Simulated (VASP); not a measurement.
# Zr (P6/mmm) in VASP: single point with PBEsol

Aim: the single point of Zr with PBEsol.

Everything below comes from runs of VASP 6.6.1. Logs are shortened: lines on timing, memory, paths and dates and some standing lists are left out, and cuts for length are marked.

## Step 1: The cell of the first run

Symmetry: P6/mmm, No. 191, hexagonal system. Conventional cell: a = 4.972 Å, b = 4.972 Å, c = 3.111 Å, α = 90.00°, β = 90.00°, γ = 120.00°. Zr (site symmetry 6/mmm) has 14 Zr at 3.11 to 3.26 Å within 4.1 Å. Within 3.8 Å of Zr (site symmetry -6m2) lie 11 Zr at 2.87 to 3.26 Å.

This isn't the form of Zr at room conditions, which is hcp.

## Step 2: Single point, PBEsol

INCAR reads:

```
SYSTEM = Zr
ALGO = Normal ; EDIFF = 1E-6
ENCUT = 520 ; GGA = PS
ISIF = 2 ; ISMEAR = 0
LASPH = .TRUE. ; LCHARG = .FALSE.
LREAL = .FALSE. ; LWAVE = .FALSE.
NBANDS = 25 ; NELM = 60
PREC = Accurate ; SIGMA = 0.1
```

KPOINTS reads:

```
k-points
0
G
  12 12 14
  0 0 0
```

POSCAR reads:

```
Zr
1.0
    4.9717368330      0.0000000000      0.0000000000
   -2.4858684165      4.3056503983      0.0000000000
    0.0000000000      0.0000000000      3.1113014344
Zr
3
Direct
    0.0000000000      0.0000000000      0.0000000000
    0.3333333333      0.6666666667      0.5000000000
    0.6666666667      0.3333333333      0.5000000000
```

Potentials or basis: VASP PAW PBE potentials, release 64 (Zr_sv).

Run with:

```
$ cat potpaw_PBE.64/Zr_sv/POTCAR > POTCAR
$ mpirun -np 1 vasp_std > vasp.out
```

OUTCAR:

```text
SYSTEM = Zr
   EDIFF = 1E-6
   ENCUT = 520
   GGA = PS
   ISIF = 2
   ISMEAR = 0
   LASPH = .TRUE.
   LREAL = .FALSE.
   NELM = 60
   PREC = Accurate

 ion  position               nearest neighbor table
   1  0.000  0.000  0.000-   2 3.26   3 3.26   2 3.26   3 3.26   2 3.26   2 3.26   3 3.26   3 3.26
                             3 3.26   3 3.26   2 3.26   2 3.26
   2  0.333  0.667  0.500-   3 2.87   3 2.87   3 2.87   1 3.26   1 3.26   1 3.26   1 3.26   1 3.26
                             1 3.26
   3  0.667  0.333  0.500-   2 2.87   2 2.87   2 2.87   1 3.26   1 3.26   1 3.26   1 3.26   1 3.26
                             1 3.26

  LATTYP: Found a hexagonal cell.
 ALAT       =     4.9717368330
 C/A-ratio  =     0.6257976918

  Lattice vectors:

 A1 = (   4.9717368330,   0.0000000000,   0.0000000000)
 A2 = (  -2.4858684165,   4.3056503983,   0.0000000000)
 A3 = (   0.0000000000,   0.0000000000,   3.1113014344)

Analysis of symmetry for initial positions (statically):
=====================================================================
 Subroutine PRICEL returns:
 Original cell was already a primitive cell.

 Routine SETGRP: Setting up the symmetry group for a
 hexagonal supercell.

 Subroutine GETGRP returns: Found 24 space group operations
 (whereof 24 operations were pure point group operations)
 out of a pool of 24 trial point group operations.

The static configuration has the point symmetry D_6h.

Analysis of symmetry for dynamics (positions and initial velocities):
=====================================================================
 Subroutine PRICEL returns:
 Original cell was already a primitive cell.

 Routine SETGRP: Setting up the symmetry group for a
 hexagonal supercell.

 Subroutine GETGRP returns: Found 24 space group operations
 (whereof 24 operations were pure point group operations)
 out of a pool of 24 trial point group operations.

The dynamic configuration has the point symmetry D_6h.

 Subroutine INISYM returns: Found 24 space group operations
 (whereof 24 operations are pure point group operations),
 and found     1 'primitive' translations

----------------------------------------------------------------------------------------

                                     Primitive cell

  volume of cell :      66.6023

  direct lattice vectors                    reciprocal lattice vectors
     4.971736833  0.000000000  0.000000000     0.201136953  0.116126474  0.000000000
    -2.485868416  4.305650398  0.000000000     0.000000000  0.232252948  0.000000000
     0.000000000  0.000000000  3.111301434     0.000000000  0.000000000  0.321408909

  length of vectors
     4.971736833  4.971736833  3.111301434     0.232252948  0.232252948  0.321408909

  position of ions in fractional coordinates (direct lattice)
     0.000000000  0.000000000  0.000000000
     0.333333333  0.666666667  0.500000000
     0.666666667  0.333333333  0.500000000

  ion indices of the primitive-cell ions
   primitive index   ion index
                 1           1
                 2           2
                 3           3

----------------------------------------------------------------------------------------

 KPOINTS: k-points

Automatic generation of k-mesh.
 Grid dimensions read from file:
 generate k-points for:   12   12   14

 Generating k-lattice:

  Cartesian coordinates                     Fractional coordinates (reciprocal lattice)
     0.016761413  0.009677206  0.000000000     0.083333333  0.000000000  0.000000000
     0.000000000  0.019354412  0.000000000     0.000000000  0.083333333  0.000000000
     0.000000000  0.000000000  0.022957779     0.000000000  0.000000000  0.071428571

  Length of vectors
     0.019354412  0.019354412  0.022957779

  Shift w.r.t. Gamma in fractional coordinates (k-lattice)
     0.000000000  0.000000000  0.000000000

 Subroutine IBZKPT returns following result:
 ===========================================

 Found    152 irreducible k-points:

 Following reciprocal coordinates:
            Coordinates               Weight
  0.000000  0.000000  0.000000      1.000000
  0.083333  0.000000  0.000000      6.000000
  0.166667  0.000000  0.000000      6.000000
  0.250000  0.000000  0.000000      6.000000
  0.333333  0.000000  0.000000      6.000000
  0.416667  0.000000  0.000000      6.000000
[... 16 lines left out ...]
  0.250000  0.000000  0.071429     12.000000
  0.333333  0.000000  0.071429     12.000000
 [... further k-points ...]
   k-points           NKPTS =    152   k-points in BZ     NKDIM =    152   number of bands    NBANDS=     25
   number of dos      NEDOS =    301   number of ions     NIONS =      3
   total plane-waves  NPLWV =  38400
   dimension x,y,z NGX =    40 NGY =   40 NGZ =   24
   dimension x,y,z NGXF=    80 NGYF=   80 NGZF=   48
   ions per type =               3
   NGX,Y,Z   is equivalent  to a cutoff of  13.38, 13.38, 12.82 a.u.
   NGXF,Y,Z  is equivalent  to a cutoff of  26.75, 26.75, 25.65 a.u.
 SYSTEM =  Zr
   PREC   = accura    normal or accurate (medium, high low for compatibility)
   ISTART =      0    job   : 0-new  1-cont  2-samecut
   ICHARG =      2    charge: 1-file 2-atom 10-const
   ISPIN  =      1    spin polarized calculation?
   LNONCOLLINEAR =      F non collinear calculations
   LSORBIT =      F    spin-orbit coupling
   LASPH  =      T    aspherical Exc in radial PAW
   ENCUT  =  520.0 eV  38.22 Ry    6.18 a.u.   9.24  9.24  5.78*2*pi/ulx,y,z
   NELM   =     60;   NELMIN=  2; NELMDL= -5     # of ELM steps
   EDIFF  = 0.1E-05   stopping-criterion for ELM
   LREAL  =      F    real-space projection
   EDIFFG = 0.1E-04   stopping-criterion for IOM
   NSW    =      0    number of steps for IOM
   IBRION =     -1    ionic relax: 0-MD 1-quasi-New 2-CG
   NFREE  =      0    steps in history (QN), initial steepest desc. (CG)
   ISIF   =      2    stress and relaxation
   ISYM   =      2    0-nonsym 1-usesym 2-fastsym
   POTIM  = 0.5000    time-step for ionic-motion
   TEBEG  =    0.0;   TEEND  =   0.0 temperature during run
   PSTRESS=    0.0 pullay stress
   NELECT =      36.0000    total number of electrons
   NUPDOWN=      -1.0000    fix difference up-down
   EMIN   =  10.00;   EMAX   =-10.00  energy-range for DOS
   EFERMI =   0.00;   METHOD = LEGACY
   ISMEAR =     0;   SIGMA  =   0.10  broadening in eV -4-tet -1-fermi 0-gaus
   EFERMI_NEDOS =   21; number of points for ismear=-14 and -15
   IALGO  =     38    algorithm
   IMIX   =      4    mixing-type and parameters
     AMIX     =   0.40;   BMIX     =  1.00
     AMIX_MAG =   1.60;   BMIX_MAG =  1.00
  volume/ion in A,a.u.               =      22.20       149.82
  Fermi-wavevector in a.u.,A,eV,Ry     =   1.333560  2.520064 24.196372  1.778383
  Thomas-Fermi vector in A             =   2.462409
   LORBIT       =      0    0 simple, 1 ext, 2 COOP (PROOUT), +10 PAW based schemes
   GGA     = PS    functional components
   LHFCALC =     F    Hartree Fock is set to
   AEXX    =    0.0000 exact exchange contribution
   IVDW    =     0    specifies the selected vdW correction
   LEPSILON=     F    determine dielectric tensor
   LRPA    =     F    only Hartree local field effects (RPA)
 non-spin polarized calculation
 Gauss-broadening in eV      SIGMA  =   0.10
  energy-cutoff  :      520.00
  volume of cell :       66.60
 maximum number of plane-waves:      1818
 NGX is ok and might be reduce to    40
   NGX = 19   NGY = 19   NGZ = 11

 number of electron      36.0000000 magnetization

 Free energy of the ion-electron system (eV)
  ---------------------------------------------------
  ext. energy  EPLUGINS =         0.00000000
  ---------------------------------------------------
  free energy    TOTEN  =       -27.27554779 eV

  energy without entropy =      -27.26035504  energy(sigma->0) =      -27.26795141

 E-fermi :   9.2662     XC(G=0): -11.4192

 val. band max:        9.2630701455   @ k =   0.4167   0.0833   0.2143
 cond. band min:       9.2714460673   @ k =   0.1667   0.1667   0.0714
 fundamental gap:      0.0083759219
 Fermi energy:         9.2662173664

 k-point     1 :       0.0000    0.0000    0.0000
  band No.  band energies     occupation
      1     -39.4103      2.00000
      2     -39.1453      2.00000
      3     -38.9248      2.00000
      4     -17.6344      2.00000
      5     -17.6344      2.00000
      6     -17.6003      2.00000
[... 17 lines left out ...]
     24      11.5533      0.00000
     25      11.6138      0.00000

 k-point     2 :       0.0833    0.0000    0.0000
  band No.  band energies     occupation
      1     -39.4085      2.00000
      2     -39.1435      2.00000
      3     -38.9286      2.00000
      4     -17.7114      2.00000
      5     -17.6982      2.00000
      6     -17.5208      2.00000
[... 17 lines left out ...]
     24      11.2670      0.00000
     25      11.9812      0.00000

 k-point     3 :       0.1667    0.0000    0.0000
  band No.  band energies     occupation
      1     -39.4037      2.00000
      2     -39.1378      2.00000
      3     -38.9398      2.00000
      4     -17.7950      2.00000
      5     -17.7404      2.00000
      6     -17.4301      2.00000
[... 17 lines left out ...]
     24      11.2657      0.00000
     25      12.4024      0.00000

 k-point     4 :       0.2500    0.0000    0.0000
  band No.  band energies     occupation
      1     -39.3974      2.00000
      2     -39.1278      2.00000
      3     -38.9570      2.00000
      4     -17.8659      2.00000
      5     -17.7403      2.00000
      6     -17.3491      2.00000
[... 17 lines left out ...]
     24      11.6373      0.00000
     25      12.8705      0.00000
[... 477 lines left out ...]
 k-point    22 :       0.1667    0.0000    0.0714
  band No.  band energies     occupation
      1     -39.3996      2.00000
      2     -39.1353      2.00000
      3     -38.9366      2.00000
      4     -17.7856      2.00000
      5     -17.7322      2.00000
      6     -17.4277      2.00000
[... 17 lines left out ...]
     24      11.2766      0.00000
     25      12.5601      0.00000

 k-point    23 :       0.2500    0.0000    0.0714
  band No.  band energies     occupation
      1     -39.3935      2.00000
      2     -39.1251      2.00000
      3     -38.9538      2.00000
      4     -17.8553      2.00000
      5     -17.7329      2.00000
      6     -17.3491      2.00000
[... 17 lines left out ...]
     24      11.5911      0.00000
     25      12.9846      0.00000

 k-point    24 :       0.3333    0.0000    0.0714
  band No.  band energies     occupation
      1     -39.3876      2.00000
      2     -39.1110      2.00000
      3     -38.9746      2.00000
      4     -17.9082      2.00000
      5     -17.6912      2.00000
      6     -17.3007      2.00000
[... 17 lines left out ...]
     24      12.0568      0.00000
     25      12.8165      0.00000

 [... further k-points ...]

------------------------ aborting loop because EDIFF is reached ----------------------------------------

  FORCE on cell =-STRESS in cart. coord.  units (eV):
  Direction    XX          YY          ZZ          XY          YZ          ZX
  --------------------------------------------------------------------------------------
  -------------------------------------------------------------------------------------
  Total        0.0392437      0.0392437      0.0231981      0.0000000      0.0000000      0.0000000
  in kB        0.9440420      0.9440420      0.5580501      0.0000000      0.0000000      0.0000000
  external PRESSURE =       0.8153780 kB  Pullay stress =       0.0000000 kB

 VOLUME and BASIS-vectors are now :
 -----------------------------------------------------------------------------
  energy-cutoff  :      520.00
  volume of cell :       66.60
      direct lattice vectors                 reciprocal lattice vectors
     4.971736833  0.000000000  0.000000000     0.201136953  0.116126474  0.000000000
    -2.485868416  4.305650398  0.000000000     0.000000000  0.232252948  0.000000000
     0.000000000  0.000000000  3.111301434     0.000000000  0.000000000  0.321408909

 POSITION                                       TOTAL-FORCE (eV/Angst)
 -----------------------------------------------------------------------------------
      0.00000      0.00000      0.00000         0.000000      0.000000     -0.000000
     -0.00000      2.87043      1.55565        -0.000000      0.000000      0.000000
      2.48587      1.43522      1.55565         0.000000      0.000000     -0.000000
 -----------------------------------------------------------------------------------
    total drift:                                0.000000      0.000000      0.000000

  FREE ENERGIE OF THE ION-ELECTRON SYSTEM (eV)
  ---------------------------------------------------
  free  energy   TOTEN  =       -27.2755477883 eV

  energy  without entropy=      -27.2603550384  energy(sigma->0) =      -27.26795141
```

Run time: 5.8 min. Hardware: 1 thread of Intel Xeon 8259CL, shared host; peak memory 0.32 GiB.

What came out:

```yaml
Free_energy: -27.2755 eV
Pressure: 0.1 GPa
Band_gap_on_the_k_mesh: zero (bands 18 and 19 overlap by 0.62 eV)
```

Levels at points of the mesh, in eV from the Fermi level:
```csv
k point,band 16,band 17,band 18,band 19,band 20,band 21
"(0.00, 0.00, 0.00)",-0.48,-0.43,-0.43,-0.18,0.86,1.67
"(0.50, 0.00, 0.00)",-0.66,-0.64,-0.51,-0.01,0.72,1.11
"(0.00, 0.00, 0.50)",-1.96,-1.96,-1.34,1.23,1.23,1.72
"(0.50, 0.00, 0.50)",-1.56,-0.83,-0.47,0.28,0.94,1.32
```

Caveat: the PAW data sets were made with another functional, which shifts forces and pressure a little.
